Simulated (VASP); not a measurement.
# SnO2 (C2) in VASP: single point with PBEsol

Aim: the single point of SnO2 with PBEsol.

Everything below comes from runs of VASP 6.6.1. Logs are shortened: lines on timing, memory, paths and dates and some standing lists are left out, and cuts for length are marked.

## Step 1: The cell of the first run

It takes space group C2 (No. 5, monoclinic). Conventional cell: a = 5.716 Å, b = 3.396 Å, c = 5.519 Å, α = 90.00°, β = 114.57°, γ = 90.00°. Sn (site symmetry 2) has 6 O at 2.14 to 2.29 Å within 2.8 Å. O (site symmetry 1) has 3 Sn at 2.14 to 2.29 Å within 2.8 Å.

## Step 2: Single point, PBEsol (strained and its atoms moved)

The input, INCAR:

```
SYSTEM = SnO2
PREC     = Accurate       ! precision mode
ENCUT    = 520            ! plane-wave cutoff, eV
EDIFF    = 1E-6           ! SCF threshold, eV
ISMEAR   = 0              ! smearing method
SIGMA    = 0.02           ! smearing width, eV
LREAL    = .False.        ! projectors in reciprocal space
LASPH    = .True.         ! aspherical terms in the spheres
NELM     = 80             ! most SCF steps
ALGO     = Normal         ! electronic algorithm
ISIF     = 2              ! what is computed and relaxed
LWAVE    = .False.        ! write WAVECAR
LCHARG   = .False.        ! write CHGCAR
GGA      = PS             ! functional
NBANDS   = 20             ! bands
```

The input, KPOINTS:

```
Automatic mesh
0
Gamma
  12 12 12
  0 0 0
```

The input, POSCAR:

```
SnO2
1.0
    1.6981579511      0.7599885764      4.9939158928
   -1.6981579511      0.7599885764      4.9939158928
    0.0000000000     -2.0960482628      5.1059513874
Sn O
1 2
Direct
    0.5186961954      0.4813038046      0.5000000000
    0.2362849858      0.2549811812      0.2287372627
    0.7450188188      0.7637150142      0.7712627373
```

Potentials or basis: VASP PAW PBE potentials, release 64 (Sn_d, O).

The run is started by

```sh
$ cat potpaw_PBE.64/Sn_d/POTCAR potpaw_PBE.64/O/POTCAR > POTCAR
$ mpirun -np 1 vasp_std > vasp.out
```

OUTCAR:

```text
SYSTEM = SnO2
   PREC = Accurate
   ENCUT = 520
   EDIFF = 1E-6
   ISMEAR = 0
   LREAL = .False.
   LASPH = .True.
   NELM = 80
   ISIF = 2
   GGA = PS

 ion  position               nearest neighbor table
   1  0.519  0.481  0.500-   2 2.14   3 2.14   3 2.25   2 2.25   2 2.29   3 2.29
   2  0.236  0.255  0.229-   1 2.14   1 2.25   1 2.29
   3  0.745  0.764  0.771-   1 2.14   1 2.25   1 2.29

  LATTYP: Found a base centered monoclinic cell.
 ALAT       =     5.7164668735
 B/A-ratio  =     0.5941285023
 C/A-ratio  =     0.9655325019
 COS(beta)  =    -0.4157269595

  Lattice vectors:

 A1 = (   1.6981579511,   2.8560368392,  -0.1120354946)
 A2 = (  -1.6981579511,   2.8560368392,  -0.1120354946)
 A3 = (   0.0000000000,  -2.0960482628,   5.1059513874)

Analysis of symmetry for initial positions (statically):
=====================================================================
 Subroutine PRICEL returns:
 Original cell was already a primitive cell.

 Routine SETGRP: Setting up the symmetry group for a
 base centered monoclinic supercell.

 Subroutine GETGRP returns: Found  2 space group operations
 (whereof  2 operations were pure point group operations)
 out of a pool of  4 trial point group operations.

The static configuration has the point symmetry C_2 .

Analysis of symmetry for dynamics (positions and initial velocities):
=====================================================================
 Subroutine PRICEL returns:
 Original cell was already a primitive cell.

 Routine SETGRP: Setting up the symmetry group for a
 base centered monoclinic supercell.

 Subroutine GETGRP returns: Found  2 space group operations
 (whereof  2 operations were pure point group operations)
 out of a pool of  4 trial point group operations.

The dynamic configuration has the point symmetry C_2 .

 Subroutine INISYM returns: Found  2 space group operations
 (whereof  2 operations are pure point group operations),
 and found     1 'primitive' translations

----------------------------------------------------------------------------------------

                                     Primitive cell

  volume of cell :      48.7302

  direct lattice vectors                    reciprocal lattice vectors
     1.698157951  0.759988576  4.993915893     0.294436686  0.177933090  0.073043458
    -1.698157951  0.759988576  4.993915893    -0.294436686  0.177933090  0.073043458
     0.000000000 -2.096048263  5.105951387     0.000000000 -0.348057715  0.052968431

  length of vectors
     5.329213733  5.329213733  5.519434563     0.351693750  0.351693750  0.352065090

  position of ions in fractional coordinates (direct lattice)
     0.518696195  0.481303805  0.500000000
     0.236284986  0.254981181  0.228737263
     0.745018819  0.763715014  0.771262737

  ion indices of the primitive-cell ions
   primitive index   ion index
                 1           1
                 2           2
                 3           3

----------------------------------------------------------------------------------------

 KPOINTS: Automatic mesh

Automatic generation of k-mesh.
 Grid dimensions read from file:
 generate k-points for:   12   12   12

 Generating k-lattice:

  Cartesian coordinates                     Fractional coordinates (reciprocal lattice)
     0.024536391  0.014827757  0.006086955     0.083333333  0.000000000  0.000000000
    -0.024536391  0.014827757  0.006086955     0.000000000  0.083333333  0.000000000
     0.000000000 -0.029004810  0.004414036     0.000000000  0.000000000  0.083333333

  Length of vectors
     0.029307812  0.029307812  0.029338757

  Shift w.r.t. Gamma in fractional coordinates (k-lattice)
     0.000000000  0.000000000  0.000000000

 Subroutine IBZKPT returns following result:
 ===========================================

 Found    476 irreducible k-points:

 Following reciprocal coordinates:
            Coordinates               Weight
  0.000000  0.000000  0.000000      1.000000
  0.083333  0.000000 -0.000000      4.000000
  0.166667  0.000000 -0.000000      4.000000
  0.250000 -0.000000 -0.000000      4.000000
  0.333333  0.000000  0.000000      4.000000
  0.416667  0.000000  0.000000      4.000000
[... 16 lines left out ...]
  0.500000  0.166667 -0.000000      4.000000
 -0.416667  0.166667  0.000000      4.000000
 [... further k-points ...]
   k-points           NKPTS =    476   k-points in BZ     NKDIM =    476   number of bands    NBANDS=     20
   number of dos      NEDOS =    301   number of ions     NIONS =      3
   total plane-waves  NPLWV =  67200
   dimension x,y,z NGX =    40 NGY =   40 NGZ =   42
   dimension x,y,z NGXF=    80 NGYF=   80 NGZF=   84
   ions per type =               1   2
   NGX,Y,Z   is equivalent  to a cutoff of  12.48, 12.48, 12.65 a.u.
   NGXF,Y,Z  is equivalent  to a cutoff of  24.96, 24.96, 25.30 a.u.
 SYSTEM =  SnO2
   PREC   = accura    normal or accurate (medium, high low for compatibility)
   ISTART =      0    job   : 0-new  1-cont  2-samecut
   ICHARG =      2    charge: 1-file 2-atom 10-const
   ISPIN  =      1    spin polarized calculation?
   LNONCOLLINEAR =      F non collinear calculations
   LSORBIT =      F    spin-orbit coupling
   LASPH  =      T    aspherical Exc in radial PAW
   ENCUT  =  520.0 eV  38.22 Ry    6.18 a.u.   9.91  9.91 10.26*2*pi/ulx,y,z
   NELM   =     80;   NELMIN=  2; NELMDL= -5     # of ELM steps
   EDIFF  = 0.1E-05   stopping-criterion for ELM
   LREAL  =      F    real-space projection
   EDIFFG = 0.1E-04   stopping-criterion for IOM
   NSW    =      0    number of steps for IOM
   IBRION =     -1    ionic relax: 0-MD 1-quasi-New 2-CG
   NFREE  =      0    steps in history (QN), initial steepest desc. (CG)
   ISIF   =      2    stress and relaxation
   ISYM   =      2    0-nonsym 1-usesym 2-fastsym
   POTIM  = 0.5000    time-step for ionic-motion
   TEBEG  =    0.0;   TEEND  =   0.0 temperature during run
   PSTRESS=    0.0 pullay stress
   NELECT =      26.0000    total number of electrons
   NUPDOWN=      -1.0000    fix difference up-down
   EMIN   =  10.00;   EMAX   =-10.00  energy-range for DOS
   EFERMI =   0.00;   METHOD = LEGACY
   ISMEAR =     0;   SIGMA  =   0.02  broadening in eV -4-tet -1-fermi 0-gaus
   EFERMI_NEDOS =   21; number of points for ismear=-14 and -15
   IALGO  =     38    algorithm
   IMIX   =      4    mixing-type and parameters
     AMIX     =   0.40;   BMIX     =  1.00
     AMIX_MAG =   1.60;   BMIX_MAG =  1.00
  volume/ion in A,a.u.               =      16.24       109.62
  Fermi-wavevector in a.u.,A,eV,Ry     =   1.327802  2.509182 23.987857  1.763058
  Thomas-Fermi vector in A             =   2.457087
   LORBIT       =      0    0 simple, 1 ext, 2 COOP (PROOUT), +10 PAW based schemes
   GGA     = PS    functional components
   LHFCALC =     F    Hartree Fock is set to
   AEXX    =    0.0000 exact exchange contribution
   IVDW    =     0    specifies the selected vdW correction
   LEPSILON=     F    determine dielectric tensor
   LRPA    =     F    only Hartree local field effects (RPA)
 non-spin polarized calculation
 Gauss-broadening in eV      SIGMA  =   0.02
  energy-cutoff  :      520.00
  volume of cell :       48.73
 maximum number of plane-waves:      1334
   NGX = 19   NGY = 19   NGZ = 21

 number of electron      26.0000003 magnetization

 Free energy of the ion-electron system (eV)
  ---------------------------------------------------
  ext. energy  EPLUGINS =         0.00000000
  ---------------------------------------------------
  free energy    TOTEN  =       -18.76061935 eV

  energy without entropy =      -18.76061935  energy(sigma->0) =      -18.76061935

 E-fermi :   2.4221     XC(G=0):  -9.6926

 val. band max:        2.2425867235   @ k =  -0.1667   0.2500   0.0833
 cond. band min:       3.3358770844   @ k =   0.0000   0.0000   0.0000
 fundamental gap:      1.0932903609
 Fermi energy:         2.4220613405

 k-point     1 :       0.0000    0.0000    0.0000
  band No.  band energies     occupation
      1     -17.8450      2.00000
      2     -17.7886      2.00000
      3     -17.7386      2.00000
      4     -17.6660      2.00000
      5     -17.6543      2.00000
      6     -15.1107      2.00000
[... 12 lines left out ...]
     19      17.4803      0.00000
     20      18.4607      0.00000

 k-point     2 :       0.0833    0.0000   -0.0000
  band No.  band energies     occupation
      1     -17.8375      2.00000
      2     -17.8079      2.00000
      3     -17.7336      2.00000
      4     -17.6696      2.00000
      5     -17.6594      2.00000
      6     -15.0630      2.00000
[... 12 lines left out ...]
     19      16.5060      0.00000
     20      18.5029      0.00000

 k-point     3 :       0.1667    0.0000   -0.0000
  band No.  band energies     occupation
      1     -17.8979      2.00000
      2     -17.7955      2.00000
      3     -17.7168      2.00000
      4     -17.6806      2.00000
      5     -17.6567      2.00000
      6     -14.9207      2.00000
[... 12 lines left out ...]
     19      15.3347      0.00000
     20      18.7133      0.00000

 k-point     4 :       0.2500   -0.0000   -0.0000
  band No.  band energies     occupation
      1     -18.0088      2.00000
      2     -17.7651      2.00000
      3     -17.7090      2.00000
      4     -17.6810      2.00000
      5     -17.6327      2.00000
      6     -14.6954      2.00000
[... 12 lines left out ...]
     19      14.4336      0.00000
     20      18.5171      0.00000

 k-point     5 :       0.3333    0.0000    0.0000
  band No.  band energies     occupation
      1     -18.1163      2.00000
      2     -17.7571      2.00000
      3     -17.7098      2.00000
      4     -17.6621      2.00000
      5     -17.5955      2.00000
      6     -14.4267      2.00000
[... 12 lines left out ...]
     19      13.9409      0.00000
     20      17.1300      0.00000
[... 353 lines left out ...]
      6     -14.4908      2.00000
[... 12 lines left out ...]
     19      14.6625      0.00000
     20      16.8695      0.00000

 k-point    22 :       0.4167    0.1667   -0.0000
  band No.  band energies     occupation
      1     -18.0787      2.00000
      2     -17.7984      2.00000
      3     -17.7193      2.00000
      4     -17.6826      2.00000
      5     -17.6003      2.00000
      6     -14.2010      2.00000
[... 12 lines left out ...]
     19      14.8285      0.00000
     20      15.9408      0.00000

 k-point    23 :       0.5000    0.1667   -0.0000
  band No.  band energies     occupation
      1     -18.1301      2.00000
      2     -17.8022      2.00000
      3     -17.7289      2.00000
      4     -17.6535      2.00000
      5     -17.5981      2.00000
      6     -13.9513      2.00000
[... 12 lines left out ...]
     19      15.0137      0.00000
     20      15.5518      0.00000

 k-point    24 :      -0.4167    0.1667    0.0000
  band No.  band energies     occupation
      1     -18.1500      2.00000
      2     -17.8028      2.00000
      3     -17.7326      2.00000
      4     -17.6360      2.00000
      5     -17.6021      2.00000
      6     -13.8745      2.00000
[... 12 lines left out ...]
     19      14.4192      0.00000
     20      16.1066      0.00000

 [... further k-points ...]
[... 5 lines left out ...]
  --------------------------------------------------------------------------------------
  -------------------------------------------------------------------------------------
  Total       -6.4921390     -4.9181886     -4.0006564      0.0000000      1.1512578      0.0000000
  in kB     -213.4520617   -161.7028682   -131.5357464      0.0000000     37.8516788      0.0000000
  external PRESSURE =    -168.8968921 kB  Pullay stress =       0.0000000 kB

 VOLUME and BASIS-vectors are now :
 -----------------------------------------------------------------------------
  energy-cutoff  :      520.00
  volume of cell :       48.73
      direct lattice vectors                 reciprocal lattice vectors
     1.698157951  0.759988576  4.993915893     0.294436686  0.177933090  0.073043458
    -1.698157951  0.759988576  4.993915893    -0.294436686  0.177933090  0.073043458
     0.000000000 -2.096048263  5.105951387     0.000000000 -0.348057715  0.052968431

 POSITION                                       TOTAL-FORCE (eV/Angst)
 -----------------------------------------------------------------------------------
      0.06350     -0.28804      7.54689        -0.632946      0.000000      0.000000
     -0.03175     -0.10609      3.62126         0.316473      0.367796     -1.669536
     -0.03175     -0.46998     11.47252         0.316473     -0.367796      1.669536
 -----------------------------------------------------------------------------------
    total drift:                               -0.000065      0.000000     -0.000000

  FREE ENERGIE OF THE ION-ELECTRON SYSTEM (eV)
  ---------------------------------------------------
  free  energy   TOTEN  =       -18.7606193488 eV

  energy  without entropy=      -18.7606193488  energy(sigma->0) =      -18.76061935
```

Run time: 10 min. Hardware: 1 thread of Intel Xeon Platinum 8259CL at 2.50GHz (Skylake/Cascade Lake), shared host; peak memory 0.56 GiB.

What came out:

* Free energy: -18.7606 eV
* Pressure: -16.9 GPa
* Largest force: 1.739 eV/Å
* Band gap on the k mesh: 1.09 eV, indirect (least direct gap 1.18 eV)

Forces on the atoms (eV/Å):
```
Sn  -0.633  0.000  0.000
O    0.316  0.368 -1.670
O    0.316 -0.368  1.670
```

Levels at points of the mesh, in eV from the valence-band top:
| k point | band 10 | band 11 | band 12 | band 13 | band 14 | band 15 | band 16 | band 17 |
| --- | --- | --- | --- | --- | --- | --- | --- | --- |
| (0.00, 0.00, 0.00) | -1.10 | -0.87 | -0.85 | -0.09 | 1.09 | 4.89 | 9.73 | 9.85 |
| (0.50, 0.00, 0.00) | -2.47 | -1.58 | -0.73 | -0.58 | 3.98 | 6.68 | 8.91 | 10.78 |
| (0.50, 0.50, 0.00) | -2.81 | -1.00 | -0.67 | -0.32 | 3.43 | 5.73 | 9.20 | 10.39 |
| (0.00, 0.00, 0.50) | -2.73 | -1.43 | -0.82 | -0.62 | 3.67 | 6.26 | 9.02 | 10.50 |
| (0.50, 0.00, 0.50) | -2.55 | -1.37 | -0.60 | -0.04 | 3.78 | 5.97 | 9.28 | 10.41 |
| (0.50, 0.50, 0.50) | -1.16 | -1.06 | -0.85 | -0.81 | 2.22 | 4.71 | 9.83 | 10.01 |

Caveat: the cell differs from its parent crystal (strained and its atoms moved); the PAW data sets were made with another functional, which shifts forces and pressure a little; spin-orbit coupling is left out, which moves the levels of the heavy elements.
